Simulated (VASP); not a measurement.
Here is a VASP 6.6.1 calculation.

Contents of INCAR:

```
PREC = Accurate ; ENCUT = 520
EDIFF = 1E-7 ; ISMEAR = 0
SIGMA = 0.05 ; LREAL = F
LASPH = T ; NELM = 100
ALGO = Normal ; ISIF = 2
LWAVE = F ; LCHARG = F
GGA = PE ; NBANDS = 18
```

KPOINTS

```
regular mesh
0
Gamma
  12 12 12
```

POSCAR

```
Si2W
1.0
    3.2138000000      0.0000000000      0.0000000000
    0.0000000000      3.2138000000      0.0000000000
   -1.6069000000     -1.6069000000      3.9149500000
Si W
2 1
Direct
    0.3347000000      0.3347000000      0.6694000000
    0.6653000000      0.6653000000      0.3306000000
    0.0000000000      0.0000000000      0.0000000000
```

Potentials or basis: VASP PAW PBE potentials, release 64 (Si, W_sv).

Run with:

```sh
$ cat potpaw_PBE.64/Si/POTCAR potpaw_PBE.64/W_sv/POTCAR > POTCAR
$ mpirun -np 1 vasp_std > vasp.out
```

Task: What does it give for the band gap on the k mesh?

Result: Zero (band 11 reaches 12.70 eV, above the bottom of band 12 at 11.40 eV).

Task: Estimate the largest force.

Result: 0.083 eV/Å.

Forces in eV/Å, atoms in the order of the input:
```
Si   0.000  0.000 -0.083
Si   0.000  0.000  0.083
W    0.000  0.000  0.000
```

Caveat: spin-orbit coupling is left out, which moves the levels of the heavy elements.
